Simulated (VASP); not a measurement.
# N in VASP: further runs, part 2 of 2

VASP 6.6.1.

**4. Electric field gradients, PBEsol (zz strain of -2 %)**

File INCAR:

```
SYSTEM = N
PREC = Accurate
ENCUT = 520
EDIFF = 1E-8
ISMEAR = -1
SIGMA = 0.02
LREAL = .FALSE.
LASPH = .TRUE.
NELM = 60
ALGO = Normal
ISIF = 2
LWAVE = .FALSE.
LCHARG = .FALSE.
GGA = PS
LEFG = .TRUE.
NBANDS = 18
```

File KPOINTS:

```
regular mesh
0
G
  4 4 4
  0 0 0
```

File POSCAR:

```
N
1.0
    5.6490000000      0.0000000000      0.0000000000
    0.0000000000      5.6490000000      0.0000000000
    0.0000000000      0.0000000000      5.5360200000
N
4
Direct
    0.0300000000      0.0300000000      0.0300000000
    0.4700000000      0.9700000000      0.5300000000
    0.5300000000      0.4700000000      0.9700000000
    0.9700000000      0.5300000000      0.4700000000
```

Potentials or basis: VASP PAW PBE potentials, release 64 (N).

The run is started by

```
cat potpaw_PBE.64/N/POTCAR > POTCAR
mpirun -np 1 vasp_std > vasp.out
```

OUTCAR:

```text
SYSTEM = N
   PREC = Accurate
   ENCUT = 520
   EDIFF = 1E-8
   ISMEAR = -1
   LREAL = .FALSE.
   LASPH = .TRUE.
   NELM = 60
   ISIF = 2
   GGA = PS

 ion  position               nearest neighbor table
   1  0.030  0.030  0.030-
   2  0.470  0.970  0.530-
   3  0.530  0.470  0.970-
   4  0.970  0.530  0.470-

  LATTYP: Found a simple tetragonal cell.
 ALAT       =     5.6490000000
 C/A-ratio  =     0.9800000000

  Lattice vectors:

 A1 = (   5.6490000000,   0.0000000000,   0.0000000000)
 A2 = (   0.0000000000,   5.6490000000,   0.0000000000)
 A3 = (   0.0000000000,   0.0000000000,   5.5360200000)

Analysis of symmetry for initial positions (statically):
=====================================================================
 Subroutine PRICEL returns:
 Original cell was already a primitive cell.

 Routine SETGRP: Setting up the symmetry group for a
 simple tetragonal supercell.

 Subroutine GETGRP returns: Found  4 space group operations
 (whereof  1 operations were pure point group operations)
 out of a pool of 16 trial point group operations.

The static configuration has the point symmetry C_1 .
 The point group associated with its full space group is D_2 .

Analysis of symmetry for dynamics (positions and initial velocities):
=====================================================================
 Subroutine PRICEL returns:
 Original cell was already a primitive cell.

 Routine SETGRP: Setting up the symmetry group for a
 simple tetragonal supercell.

 Subroutine GETGRP returns: Found  4 space group operations
 (whereof  1 operations were pure point group operations)
 out of a pool of 16 trial point group operations.

The dynamic configuration has the point symmetry C_1 .
 The point group associated with its full space group is D_2 .

 Subroutine INISYM returns: Found  4 space group operations
 (whereof  1 operations are pure point group operations),
 and found     1 'primitive' translations

----------------------------------------------------------------------------------------

                                     Primitive cell

  volume of cell :     176.6610

  direct lattice vectors                    reciprocal lattice vectors
     5.649000000  0.000000000  0.000000000     0.177022482  0.000000000  0.000000000
     0.000000000  5.649000000  0.000000000     0.000000000  0.177022482  0.000000000
     0.000000000  0.000000000  5.536020000     0.000000000  0.000000000  0.180635186

  length of vectors
     5.649000000  5.649000000  5.536020000     0.177022482  0.177022482  0.180635186

  position of ions in fractional coordinates (direct lattice)
     0.030000000  0.030000000  0.030000000
     0.470000000  0.970000000  0.530000000
     0.530000000  0.470000000  0.970000000
     0.970000000  0.530000000  0.470000000

  ion indices of the primitive-cell ions
   primitive index   ion index
                 1           1
                 2           2
                 3           3
                 4           4

[... 81 lines left out ...]
   PSTRESS=    0.0 pullay stress
   NELECT =      20.0000    total number of electrons
   NUPDOWN=      -1.0000    fix difference up-down
   EMIN   =  10.00;   EMAX   =-10.00  energy-range for DOS
   EFERMI =   0.00;   METHOD = LEGACY
   ISMEAR =    -1;   SIGMA  =   0.02  broadening in eV -4-tet -1-fermi 0-gaus
   EFERMI_NEDOS =   21; number of points for ismear=-14 and -15
   IALGO  =     38    algorithm
   IMIX   =      4    mixing-type and parameters
     AMIX     =   0.40;   BMIX     =  1.00
     AMIX_MAG =   1.60;   BMIX_MAG =  1.00
  volume/ion in A,a.u.               =      44.17       298.04
  Fermi-wavevector in a.u.,A,eV,Ry     =   0.791962  1.496592  8.533635  0.627204
  Thomas-Fermi vector in A             =   1.897607
   LORBIT       =      0    0 simple, 1 ext, 2 COOP (PROOUT), +10 PAW based schemes
   GGA     = PS    functional components
   LHFCALC =     F    Hartree Fock is set to
   AEXX    =    0.0000 exact exchange contribution
   IVDW    =     0    specifies the selected vdW correction
   LEPSILON=     F    determine dielectric tensor
   LRPA    =     F    only Hartree local field effects (RPA)
 non-spin polarized calculation
  energy-cutoff  :      520.00
  volume of cell :      176.66
 maximum number of plane-waves:      4773
   NGX = 21   NGY = 21   NGZ = 21

 number of electron      20.0000003 magnetization

 Free energy of the ion-electron system (eV)
  ---------------------------------------------------
  ext. energy  EPLUGINS =         0.00000000
  ---------------------------------------------------
  free energy    TOTEN  =        -2.65442284 eV

  energy without entropy =       -2.61719653  energy(sigma->0) =       -2.63580969

 E-fermi :  -5.4180     XC(G=0):  -5.1627

 val. band max:       -5.4185130413   @ k =   0.0000   0.0000   0.0000
 cond. band min:      -5.4163198630   @ k =   0.0000   0.2500   0.2500
 fundamental gap:      0.0021931783
 Fermi energy:        -5.4180340358

 k-point     1 :       0.0000    0.0000    0.0000
  band No.  band energies     occupation
      1     -17.0955      2.00000
      2     -16.8873      2.00000
      3     -16.8861      2.00000
      4     -16.8773      2.00000
      5      -5.9116      2.00000
      6      -5.9102      2.00000
[... 481 lines left out ...]
      5      -5.8992      2.00000
      6      -5.8992      2.00000
[... 10 lines left out ...]
     17       3.0568      0.00000
     18       3.0568      0.00000

 [... further k-points ...]
[... 5 lines left out ...]
  --------------------------------------------------------------------------------------
  -------------------------------------------------------------------------------------
  Total       -4.7446925     -4.7373852     -4.9317447      0.0000000      0.0000000      0.0000000
  in kB      -43.0306450    -42.9643735    -44.7270619      0.0000000      0.0000000      0.0000000
  external PRESSURE =     -43.5740268 kB  Pullay stress =       0.0000000 kB

 VOLUME and BASIS-vectors are now :
 -----------------------------------------------------------------------------
  energy-cutoff  :      520.00
  volume of cell :      176.66
      direct lattice vectors                 reciprocal lattice vectors
     5.649000000  0.000000000  0.000000000     0.177022482  0.000000000  0.000000000
     0.000000000  5.649000000  0.000000000     0.000000000  0.177022482  0.000000000
     0.000000000  0.000000000  5.536020000     0.000000000  0.000000000  0.180635186

 POSITION                                       TOTAL-FORCE (eV/Angst)
 -----------------------------------------------------------------------------------
      0.16947      0.16947      0.16608         0.253217      0.203469      0.246443
      2.65503      5.47953      2.93409        -0.253217     -0.203469      0.246443
      2.99397      2.65503      5.36994         0.253217     -0.203469     -0.246443
      5.47953      2.99397      2.60193        -0.253217      0.203469     -0.246443
 -----------------------------------------------------------------------------------
    total drift:                                0.000000      0.000000      0.000000

  FREE ENERGIE OF THE ION-ELECTRON SYSTEM (eV)
  ---------------------------------------------------
  free  energy   TOTEN  =        -2.6544228425 eV

  energy  without entropy=       -2.6171965280  energy(sigma->0) =       -2.63580969

 Electric field gradients (V/A^2)
---------------------------------------------------------------------
 ion       V_xx      V_yy      V_zz      V_xy      V_xz      V_yz
---------------------------------------------------------------------
   1      -0.150     0.159    -0.009    -3.204    -2.947    -3.210
   2      -0.150     0.159    -0.009    -3.204     2.947     3.210
   3      -0.150     0.159    -0.009     3.204     2.947    -3.210
   4      -0.150     0.159    -0.009     3.204    -2.947     3.210
---------------------------------------------------------------------

 Electric field gradients after diagonalization (V/A^2)
 (convention: |V_zz| > |V_xx| > |V_yy|)
----------------------------------------------------------------------
 ion       V_xx      V_yy      V_zz     asymmetry (V_yy - V_xx)/ V_zz
----------------------------------------------------------------------
   1       3.377     2.864    -6.241       0.082
   2       3.377     2.864    -6.241       0.082
   3       3.377     2.864    -6.241       0.082
   4       3.377     2.864    -6.241       0.082
----------------------------------------------------------------------

           NMR quadrupolar parameters

 Cq : quadrupolar parameter    Cq=e*Q*V_zz/h
 eta: asymmetry parameters     (V_yy - V_xx)/ V_zz
 Q  : nuclear electric quadrupole moment in mb (millibarn)
----------------------------------------------------------------------
 ion       Cq(MHz)       eta       Q (mb)
----------------------------------------------------------------------
   1      -0.015       0.082       1.000
   2      -0.015       0.082       1.000
   3      -0.015       0.082       1.000
   4      -0.015       0.082       1.000
----------------------------------------------------------------------
```

stdout:

```text
POSCAR found type information on POSCAR N
 POSCAR found :  1 types and       4 ions
 scaLAPACK will be used
 -----------------------------------------------------------------------------
|                                                                             |
|                                                                             |
|     You enforced a specific xc type in the INCAR file but a different       |
|     I HOPE YOU KNOW WHAT YOU ARE DOING!                                     |
|                                                                             |
 -----------------------------------------------------------------------------

 LDA part: xc-table for (Slater+PW92), standard interpolation
 POSCAR, INCAR and KPOINTS ok, starting setup
 FFT: planning ... GRIDC
 FFT: planning ... GRID_SOFT
 FFT: planning ... GRID
 WAVECAR not read
 entering main loop
ion   1
     0.0000281     1.3935595     1.3966316     0.0060128     1.2814883     0.0670409
     0.0000381     1.3935595     1.3966316     0.0060128     1.2814883     0.0670409
     0.0000517     1.3935595     1.3966315     0.0060128     1.2814883     0.0670409
     0.0000701     1.3935595     1.3966315     0.0060128     1.2814883     0.0670408
[... 34 lines left out ...]
     0.0000281    -2.9919332    -2.9961815     0.0057787     2.7515595     0.1436392
     0.0000381    -2.9919329    -2.9961812     0.0057787     2.7515593     0.1436392
     0.0000517    -2.9919324    -2.9961807     0.0057787     2.7515588     0.1436392
     0.0000701    -2.9919316    -2.9961798     0.0057787     2.7515581     0.1436391
```

Run time: 64 s. Hardware: 1 thread of Intel Xeon Platinum 8259CL at 2.50GHz (Skylake/Cascade Lake), shared host; peak memory 0.27 GiB.

What came out:

```yaml
Free_energy: -2.6544 eV
Pressure: -4.4 GPa
Largest_force: 0.408 eV/Å
Band_gap_on_the_k_mesh: zero (bands 10 and 11 overlap by 0.16 eV)
Largest_electric_field_gradient_by_atom: N -6.2 V/Å²
```

Forces on the atoms (eV/Å):
```
N    0.253  0.203  0.246
N   -0.253 -0.203  0.246
N    0.253 -0.203 -0.246
N   -0.253  0.203 -0.246
```

Electric field gradients, principal values (V/Å²):
| atom | least | middle | greatest (by size) |
| --- | --- | --- | --- |
| 1 N | 2.864 | 3.377 | -6.241 |
| 2 N | 2.864 | 3.377 | -6.241 |
| 3 N | 2.864 | 3.377 | -6.241 |
| 4 N | 2.864 | 3.377 | -6.241 |

Caveat: the cell differs from its parent crystal (zz strain of -2 %); the cell stands under tension; without QUAD_EFG the Cq values of the log hold for a quadrupole moment of 1 mb, not for the nuclei; the PAW data sets were made with another functional, which shifts forces and pressure a little.
